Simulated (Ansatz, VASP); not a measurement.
**One calculation of CuI, two programs**

Contents of INCAR:

```
SYSTEM = CuI
PREC = Accurate ; ENCUT = 520
EDIFF = 1E-7 ; ISMEAR = -1
SIGMA = 0.02 ; LREAL = .False.
LASPH = .True. ; NELM = 100
ALGO = Normal ; ISIF = 2
LWAVE = .False. ; LCHARG = .False.
GGA = PE ; NBANDS = 26
```

KPOINTS

```
regular mesh
0
Gamma
  6 6 4
  0 0 0
```

The input POSCAR:

```
CuI
1.0
    3.8856065044      0.0000000000      0.0000000000
    0.0000000000      3.8856065044      0.0000000000
    0.0000000000      0.0000000000      6.0804341719
Cu I
2 2
Direct
    0.5000000000      0.5000000000      0.0000000000
    0.0000000000      0.0000000000      0.0000000000
    0.5000000000      0.0000000000      0.2857098839
    0.0000000000      0.5000000000      0.7142901161
```

Input for Ansatz:

```yaml
crystal:
  lattice:
    - [3.8856065044, 0.0, 0.0]
    - [0.0, 3.8856065044, 0.0]
    - [0.0, 0.0, 6.0804341719]
  atoms:
    - { symbol: Cu, position: [0.5, 0.5, 0.0] }
    - { symbol: Cu, position: [0.0, 0.0, 0.0] }
    - { symbol: I, position: [0.5, 0.0, 0.2857098839] }
    - { symbol: I, position: [0.0, 0.5, 0.7142901161] }
kpoints:
  mp_grid: { grid: [6, 6, 4] }
  band_path:
    path:
      - [0.0, 0.0, 0.0]
      - [0.0, 0.5, 0.0]
      - [0.5, 0.5, 0.0]
      - [0.0, 0.0, 0.5]
      - [0.0, 0.5, 0.5]
      - [0.5, 0.5, 0.5]
    npoints: 1
hamiltonian:
  xc: pbe
scf:
  occupations: { method: fermi_dirac, width: 0.02 }
  n_extra_bands: 5
output:
  forces: true
  stress: true
  eigenvalues: true
  write_density: true
  write_potential: true
  elf: true
  volumetric_format: npy
```

Change from the starting cell: hydrostatic strain -4.2%.

Alike in both runs: task single point; functional PBE; k mesh 6 × 6 × 4; occupations fermi-dirac, width 0.02 eV; no spin polarisation.

|  | VASP | Ansatz |
| --- | --- | --- |
| version | VASP 6.6.1 | Ansatz 0.2.0 |
| potentials or method | VASP PAW PBE potentials, release 64 (Cu, I) | plane waves, PAW |
| plane-wave cutoff (eV) | 520 | 420 |
| valence electrons in the cell | 36 | 72 |

|  | VASP | Ansatz | Ansatz less VASP |
| --- | --- | --- | --- |
| gap on the k mesh at the Fermi level (eV) | 1.59 | 1.57 | -0.012 |
| pressure (GPa) | 7.0 | 6.9 | -0.08 |
| traceless stress, the component that is largest in VASP (GPa) | -0.51 | -0.49 | +0.027 |
| rms of the force components (eV/Å) | 0.098 | 0.094 | -0.0039 |

Atom by atom the forces differ by 0.004 eV/Å (rms over components). VASP's potentials hold 36 valence electrons a cell and Ansatz's 72, so a difference there can come from the potentials and not from the codes.

Neither program's run includes spin-orbit coupling.
